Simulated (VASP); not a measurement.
Here is a VASP 6.6.1 calculation.

File INCAR:

```
PREC = Accurate
ENCUT = 520
EDIFF = 1E-6
ISMEAR = -1
SIGMA = 0.112
LREAL = Auto
LASPH = True
NELM = 80
ALGO = Normal
ISIF = 2
LWAVE = False
LCHARG = False
GGA = PE
NBANDS = 122
```

The input KPOINTS:

```
regular mesh
0
Gamma
  2 2 2
```

POSCAR

```
WSe2
1.0
    0.0000000000      6.1849665128      6.1849665128
    6.1849665128      0.0000000000      6.1849665128
    6.1849665128      6.1849665128      0.0000000000
W Se
8 16
Direct
    0.0054735139     -0.0010919218     -0.0087317368
   -0.0012367892      0.0069900944      0.5044613408
   -0.0038017991      0.4996803125      0.0054674508
    0.0003954751      0.4894144526      0.4999592146
    0.5004404621     -0.0060314797      0.0110006254
    0.5048066135      0.0048989756      0.4925832652
    0.5036816276      0.5078392896     -0.0031885379
    0.5023044981      0.5038401572      0.4904504323
    0.1190571523      0.1224466613      0.1449386182
    0.3907038130      0.3767027671      0.3631528150
    0.1057125368      0.1149140417      0.6477188667
    0.3642128046      0.3729991092      0.8775560852
    0.1415024638      0.6197598632      0.1299880926
    0.3667641523      0.8681962932      0.3741245802
    0.1431736127      0.6114890019      0.6213852560
    0.3678431395      0.8773134808      0.8781744394
    0.6226455700      0.1232438362      0.1404869369
    0.8775622291      0.3925612200      0.3566756579
    0.6374618184      0.1212101955      0.6124041241
    0.8636560908      0.3688312613      0.8811037196
    0.6072176773      0.6380939964      0.1200874731
    0.8715948565      0.8783745213      0.3628611400
    0.6137774541      0.6413161642      0.6270858528
    0.8790314368      0.8596510570      0.8808747774
```

Potentials or basis: VASP PAW PBE potentials, release 64 (W_sv, Se).

Run with:

```console
$ cat potpaw_PBE.64/W_sv/POTCAR potpaw_PBE.64/Se/POTCAR > POTCAR
$ mpirun -np 1 vasp_std > vasp.out
```

(1) Predict the pressure.

(2) Predict the band gap on the k mesh.

(3) Estimate the largest force.

Results:

(1) 2.5 GPa.

(2) zero (bands 104 and 105 overlap by 0.19 eV).

(3) 1.917 eV/Å.

Caveat: the k points lie up to 0.44 Å⁻¹ apart; the atoms stand as in a frame of molecular dynamics; the structure was generated, so it needn't be the stable form of WSe2; spin-orbit coupling is left out, which moves the levels of the heavy elements; forces of over 1 eV/Å act on the atoms, so gaps and moduli don't describe the material at rest.
